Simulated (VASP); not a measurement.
Here is a VASP 6.6.1 calculation.

File INCAR:

```
SYSTEM = TiO2
PREC = Accurate ; ENCUT = 600
EDIFF = 1E-7 ; ISMEAR = 0
SIGMA = 0.01 ; LREAL = .FALSE.
LASPH = .TRUE. ; NELM = 60
ALGO = Normal ; ISIF = 3
LWAVE = .FALSE. ; LCHARG = .FALSE.
GGA = PS ; IBRION = 2
NSW = 100 ; EDIFFG = -0.002
PSTRESS = 70.0
```

Contents of KPOINTS:

```
Automatic mesh
0
G
  6 6 8
  0 0 0
```

Contents of POSCAR:

```
TiO2
1.0
    4.5912577569      0.0000000000      0.0000000000
    0.0000000000      4.5912577569      0.0000000000
    0.0000000000      0.0000000000      2.9389898555
Ti O
2 4
Direct
    0.0000000000      0.0000000000      0.0000000000
    0.5000000000      0.5000000000      0.5000000000
    0.3044381815      0.3044381815      0.0000000000
    0.1955618185      0.8044381815      0.5000000000
    0.6955618185      0.6955618185      0.0000000000
    0.8044381815      0.1955618185      0.5000000000
```

Potentials or basis: VASP PAW PBE potentials, release 64 (Ti_sv, O).

The run is started by

```bash
$ cat potpaw_PBE.64/Ti_sv/POTCAR potpaw_PBE.64/O/POTCAR > POTCAR
$ mpirun -np 1 vasp_std > vasp.out
```

Task: What does it give for the relaxed volume?

Result: 10.04 Å³/atom.

Task: Predict the relaxed cell.

Result: a = 4.539 Å, b = 4.539 Å, c = 2.925 Å, α = 90.00°, β = 90.00°, γ = 90.00°.

Task: Estimate the space group after relaxing (to 0.05 Å).

Result: P4_2/mnm (No. 136).

Final structure:
```
Ti O
1.0
     4.53876    0.00000    0.00000
     0.00000    4.53876    0.00000
     0.00000    0.00000    2.92493
Ti O
2 4
Direct
  0.00000 0.00000 0.00000
  0.50000 0.50000 0.50000
  0.30340 0.30340 0.00000
  0.19660 0.80340 0.50000
  0.69660 0.69660 0.00000
  0.80340 0.19660 0.50000
```

Caveat: the cell is relaxed towards a set pressure, so the enthalpy falls and the energy may rise; the PAW data sets were made with another functional, which shifts forces and pressure a little.
